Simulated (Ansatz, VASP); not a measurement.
**Sc3Al in VASP and in Ansatz**

The input INCAR:

```
SYSTEM = Sc3Al
ALGO = Fast ; EDIFF = 1E-6
ENCUT = 520 ; GGA = PS
ISIF = 2 ; ISMEAR = 0
LASPH = .True. ; LCHARG = .True.
LELF = .True. ; LREAL = .False.
LVHAR = .True. ; LWAVE = .False.
NBANDS = 26 ; NELM = 60
PREC = Accurate ; SIGMA = 0.15
```

The input KPOINTS:

```
k-points
0
Gamma
  12 12 12
  0 0 0
```

File POSCAR:

```
Sc3Al
1.0
    4.3091730737      0.0000000000      0.0000000000
    0.0000000000      4.3091730737      0.0000000000
    0.0000000000      0.0000000000      4.4404169237
Sc Al
3 1
Direct
    0.5000000000      0.0000000000      0.5000000000
    0.0000000000      0.5000000000      0.5000000000
    0.5000000000      0.5000000000      0.0000000000
    0.0000000000      0.0000000000      0.0000000000
```

Input for Ansatz:

```yaml
crystal:
  lattice:
    - [4.3091730737, 0.0, 0.0]
    - [0.0, 4.3091730737, 0.0]
    - [0.0, 0.0, 4.4404169237]
  atoms:
    - { symbol: Sc, position: [0.5, 0.0, 0.5] }
    - { symbol: Sc, position: [0.0, 0.5, 0.5] }
    - { symbol: Sc, position: [0.5, 0.5, 0.0] }
    - { symbol: Al, position: [0.0, 0.0, 0.0] }
basis:
  ecutwfc: 420
kpoints:
  mp_grid: { grid: [12, 12, 12] }
hamiltonian:
  xc: pbesol
scf:
  occupations: { method: gaussian, width: 0.15 }
output:
  forces: true
  stress: true
  eigenvalues: true
```

Change from the starting cell: strain -0.015 along x and y, +0.015 along z, atoms carried along.

Alike in both runs: task single point; functional PBEsol; k mesh 12 × 12 × 12; occupations gaussian, width 0.15 eV; no spin polarisation.

|  | VASP | Ansatz |
| --- | --- | --- |
| version | VASP 6.6.1 | Ansatz 0.2.0 |
| potentials or method | VASP PAW PBE potentials, release 64 (Sc_sv, Al), cutoff 520 eV | scalar-relativistic, plane waves, PAW |
| valence electrons in the cell | 36 | 36 |

|  | VASP | Ansatz | Ansatz less VASP |
| --- | --- | --- | --- |
| gap on the k mesh at the Fermi level (eV) | none | none | - |
| pressure (GPa) | 1.2 | 1.1 | -0.07 |
| traceless stress, the component that is largest in VASP (GPa) | -1.39 | -1.39 | +0.003 |

VASP's potentials were made for PBE, not for PBEsol. A gap of «none» marks a metal or a gap that the smearing closes.
